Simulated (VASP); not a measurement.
Runs of VASP 6.6.1 on Si. The structure is that of space group P6_3/mmc (No. 194), or close to it. The cells are those of the table. 

| task | cell | k mesh | cutoff (eV) | smearing | gap on the mesh (eV) | pressure (GPa) |
| --- | --- | --- | --- | --- | --- | --- |
| relaxation of cell and atoms | relaxed to 90 GPa from a = 3.330, b = 3.330, c = 5.654 Å, angles 90.0, 90.0, 120.0°, 4 atoms | 12 × 12 × 8 | 600 | gaussian 0.1 eV | - | 90.1 |
| relaxation of cell and atoms | relaxed to 3 GPa from a = 3.764, b = 3.764, c = 6.232 Å, angles 90.0, 90.0, 120.0°, 4 atoms | 12 × 12 × 6 | 600 | gaussian 0.01 eV | 0.21 | 3.0 |
| single point | a = 3.752, b = 3.752, c = 6.216 Å, angles 90.0, 90.0, 120.0°, 4 atoms | 12 × 12 × 6 | 520 | gaussian 0.01 eV | (a) | (b) |
| relaxation of cell and atoms | relaxed to 12 GPa from a = 3.671, b = 3.671, c = 6.083 Å, angles 90.0, 90.0, 120.0°, 4 atoms | 12 × 12 × 6 | 600 | gaussian 0.01 eV | 0.03 | 12.0 |
| single point | a = 3.841, b = 3.841, c = 6.347 Å, angles 90.0, 90.0, 120.0°, 4 atoms | 12 × 12 × 6 | 520 | gaussian 0.02 eV | (c) | -2.6 |
| single point | a = 3.802, b = 3.802, c = 6.289 Å, angles 90.0, 90.0, 120.0°, 4 atoms | 12 × 12 × 6 | 520 | gaussian 0.02 eV | 0.27 | 0.1 |
| relaxation of shape and atoms at fixed volume | relaxed from a = 3.723, b = 3.723, c = 6.166 Å, angles 90.0, 90.0, 120.0°, 4 atoms | 12 × 12 × 6 | 600 | gaussian 0.02 eV | 0.13 | 6.9 |
| single point | a = 3.638, b = 3.638, c = 6.044 Å, angles 90.0, 90.0, 120.0°, 4 atoms | 12 × 12 × 6 | 520 | gaussian 0.02 eV | none | (d) |

Alike in all rows: level LDA; potentials or basis VASP PAW LDA potentials, release 64 (Si); no spin polarisation.

Task: Estimate the missing entries.

Result: (a) 0.19; (b) 4.1; (c) 0.33; (d) 16.2.

Caveats: the cell is relaxed towards a set pressure, so the enthalpy falls and the energy may rise (some runs); the bands computed are all filled at some k points, so no gap is given (some runs).

A k mesh can miss the band edges.

A gap of «none» marks levels without a gap at the run's occupations.
